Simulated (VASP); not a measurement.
# LiF (Fm-3m) in VASP: further runs, part 2 of 2

VASP 6.6.1.

## (3) Vibrations by perturbation theory, PBE

The input, INCAR:

```
SYSTEM = LiF
  PREC = Accurate
  ENCUT = 520
  EDIFF = 1E-8
  ISMEAR = 0
  SIGMA = 0.01
  LREAL = .FALSE.
  LASPH = .TRUE.
  NELM = 60
  ALGO = Normal
  ISIF = 2
  LWAVE = .FALSE.
  LCHARG = .FALSE.
  GGA = PE
  NBANDS = 12
  IBRION = 8
  NSW = 1
  LEPSILON = .TRUE.
```

The input, KPOINTS:

```
Automatic mesh
0
G
  12 12 12
  0 0 0
```

The input, POSCAR:

```
LiF
1.0
    0.0000000000      2.0340099532      2.0340099532
    2.0340099532      0.0000000000      2.0340099532
    2.0340099532      2.0340099532      0.0000000000
Li F
1 1
Direct
    0.0000000000      0.0000000000      0.0000000000
    0.5000000000      0.5000000000      0.5000000000
```

Potentials or basis: VASP PAW PBE potentials, release 64 (Li_sv, F).

Run with:

```
> cat potpaw_PBE.64/Li_sv/POTCAR potpaw_PBE.64/F/POTCAR > POTCAR
> mpirun -np 1 vasp_std > vasp.out
```

OUTCAR:

```text
SYSTEM = LiF
   PREC = Accurate
   ENCUT = 520
   EDIFF = 1E-8
   ISMEAR = 0
   LREAL = .FALSE.
   LASPH = .TRUE.
   NELM = 60
   ISIF = 2
   GGA = PE
   IBRION = 8
   NSW = 1
   LEPSILON = .TRUE.

 ion  position               nearest neighbor table
   1  0.000  0.000  0.000-   2 2.03   2 2.03   2 2.03   2 2.03   2 2.03   2 2.03
   2  0.500  0.500  0.500-   1 2.03   1 2.03   1 2.03   1 2.03   1 2.03   1 2.03

[... 693 lines left out ...]
      2.034010  2.034010  2.034010     0.360158    0.369410    0.000000
[... 21 lines left out ...]
   6 f/i=    0.030917 THz     0.194256 2PiTHz    1.031275 cm-1     0.127862 meV
             X         Y         Z           dx          dy          dz
      0.000000  0.000000  0.000000     0.496477    0.129858    0.053148
      2.034010  2.034010  2.034010     0.824346    0.215614    0.088246

--------------------------------------------------------------------------------------------------------

 MACROSCOPIC STATIC DIELECTRIC TENSOR IONIC CONTRIBUTION
 ------------------------------------------------------
           8.584150    -0.000000     0.000000
          -0.000000     8.584150     0.000000
           0.000000     0.000000     8.584150
 ------------------------------------------------------

 ELASTIC MODULI CONTR FROM IONIC RELAXATION (kBar)
 Direction    XX          YY          ZZ          XY          YZ          ZX
 --------------------------------------------------------------------------------
 XX           0.0000      0.0000      0.0000      0.0000      0.0000      0.0000
 YY           0.0000      0.0000      0.0000      0.0000      0.0000      0.0000
 ZZ           0.0000      0.0000      0.0000      0.0000      0.0000      0.0000
 XY           0.0000      0.0000      0.0000      0.0000      0.0000      0.0000
 YZ           0.0000      0.0000      0.0000      0.0000      0.0000      0.0000
 ZX           0.0000      0.0000      0.0000      0.0000      0.0000      0.0000
 --------------------------------------------------------------------------------

 PIEZOELECTRIC TENSOR IONIC CONTR  for field in x, y, z        (C/m^2)
          XX          YY          ZZ          XY          YZ          ZX
  --------------------------------------------------------------------------------
  x     0.00000     0.00000     0.00000     0.00000     0.00000     0.00000
  y     0.00000     0.00000     0.00000     0.00000     0.00000     0.00000
  z     0.00000     0.00000     0.00000     0.00000     0.00000     0.00000
```

stdout:

```text
POSCAR found type information on POSCAR LiF
 POSCAR found :  2 types and       2 ions
 scaLAPACK will be used
 LDA part: xc-table for (Slater+PW92), standard interpolation
 POSCAR, INCAR and KPOINTS ok, starting setup
 FFT: planning ... GRIDC
 FFT: planning ... GRID_SOFT
 FFT: planning ... GRID
 WAVECAR not read
 entering main loop
[... 23 lines left out ...]
  Direction:   3
 dielectric tensor                  component  3 :    -0.000     0.078     2.048
 Linear response DOF=           2
 Linear response progress:
 first order change of Fermi-energy   0.53976E-05
 force on displaced ion       1 direction 1 :  -1.402   0.000   0.000
 Born effective charge ion    1 direction 1 :   1.053   0.000   0.000
 Linear response progress:
 first order change of Fermi-energy  -0.12617E-03
 force on displaced ion       2 direction 1 :  -1.378   0.000   0.000
 Born effective charge ion    2 direction 1 :  -1.054   0.000   0.000
 Born effective charges drift removed
 Linear response finished
```

Wall time 4.3 min (1 thread of Intel Xeon Platinum 8259CL at 2.50GHz (Skylake/Cascade Lake), shared host); peak memory 0.2 GiB.

What came out:

```yaml
Electronic_dielectric_tensor_diagonal: 2.05
Born_charges_mean_of_the_diagonal: Li +1.05; F -1.05 e
Highest_phonon_frequency_at_Γ_LO-TO_splitting_left_out: 272 cm⁻¹
```

Phonon frequencies in cm⁻¹ (negative: imaginary):
```csv
q point,frequencies
"(0.000, 0.000, 0.000)",-1 -1 -1 272 272 272
```

Electronic dielectric tensor:
```
2.05 0.00 0.00
0.00 2.05 0.00
0.00 0.00 2.05
```

Born effective charge tensors (e):
atom 1, Li
```
1.05 0.00 0.00
0.00 1.05 0.00
0.00 0.00 1.05
```
atom 2, F
```
-1.05  0.00  0.00
 0.00 -1.05  0.00
 0.00  0.00 -1.05
```

Caveat: the cutoff is under 1.25 times the usual one of these potentials, so pressure, stress and relaxed cells hold a basis-set (Pulay) error.

## (4) Elastic constants, PBE

The input, INCAR:

```
  PREC = Accurate
  ENCUT = 600
  EDIFF = 1E-8
  ISMEAR = 0
  SIGMA = 0.01
  LREAL = False
  LASPH = True
  NELM = 100
  ALGO = Normal
  ISIF = 3
  LWAVE = False
  LCHARG = False
  GGA = PE
  IBRION = 6
  NFREE = 2
  POTIM = 0.015
  NSW = 1
```

The input, KPOINTS:

```
Automatic mesh
0
Gamma
  12 12 12
```

POSCAR is that of step 3.

Run with:

```
> cat potpaw_PBE.64/Li_sv/POTCAR potpaw_PBE.64/F/POTCAR > POTCAR
> mpirun -np 1 vasp_std > vasp.out
```

It took 6.1 min on 1 thread of Intel Xeon Platinum 8259CL at 2.50GHz (Skylake/Cascade Lake), shared host; peak memory 0.28 GiB.

The run converged. Its results:

- Elastic constants C11, C12, C44: 107, 44, 59 GPa
- Voigt bulk modulus: 65 GPa
- Highest phonon frequency at Γ, LO-TO splitting left out: 272 cm⁻¹

Phonon frequencies in cm⁻¹ (negative: imaginary):
```tsv
q point	frequencies
(0.000, 0.000, 0.000)	-1 -1 -1 272 272 272
```

Elastic tensor in Voigt notation (GPa, in the Cartesian axes of the cell as first typed):
```
107  44  44   0   0   0
 44 107  44   0   0   0
 44  44 107   0   0   0
  0   0   0  59   0   0
  0   0   0   0  59   0
  0   0   0   0   0  59
```

Clamped-ion elastic tensor (GPa):
```
107  44  44   0   0   0
 44 107  44   0   0   0
 44  44 107   0   0   0
  0   0   0  59   0   0
  0   0   0   0  59   0
  0   0   0   0   0  59
```

Caveat: the cutoff is under 1.25 times the usual one of these potentials, so pressure, stress and relaxed cells hold a basis-set (Pulay) error.
